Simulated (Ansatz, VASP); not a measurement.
Two plane-wave programs on AlCo

```
Al Co
1.0
     2.85232    0.00000    0.00000
     0.00000    2.85232    0.00000
     0.00000    0.00000    2.85232
Al Co
1 1
Direct
  0.00000 0.00000 0.00000
  0.50000 0.50000 0.50000
```

Alike in both runs: functional PBE; k mesh 6 × 6 × 6; occupations gaussian, width 0.1 eV; no spin polarisation.

Ansatz relaxed the structure, and its values are those at the end. VASP's run is a single point on that final structure, the one shown.

|  | VASP | Ansatz |
| --- | --- | --- |
| version | VASP 6.6.1 | Ansatz 0.2.0 |
| potentials or method | VASP PAW PBE potentials, release 64 (Al, Co), cutoff 600 eV | scalar-relativistic, plane waves, PAW |
| valence electrons in the cell | 12 | 20 |

Ansatz gave:

```
gap on the k mesh at the Fermi level (eV) : none
pressure (GPa)                            : 0.2
```

Question: What did VASP give for the same quantities?

Answer: gap on the k mesh at the Fermi level (eV): none; pressure (GPa): 0.1.

A gap of «none» marks a metal or a gap that the smearing closes. The functional is the same, so the differences come from potentials, cutoffs and numerics. VASP's potentials hold 12 valence electrons a cell and Ansatz's 20, so a difference there can come from the potentials and not from the codes.

The k mesh is coarse, so the values compare programs but aren't converged.
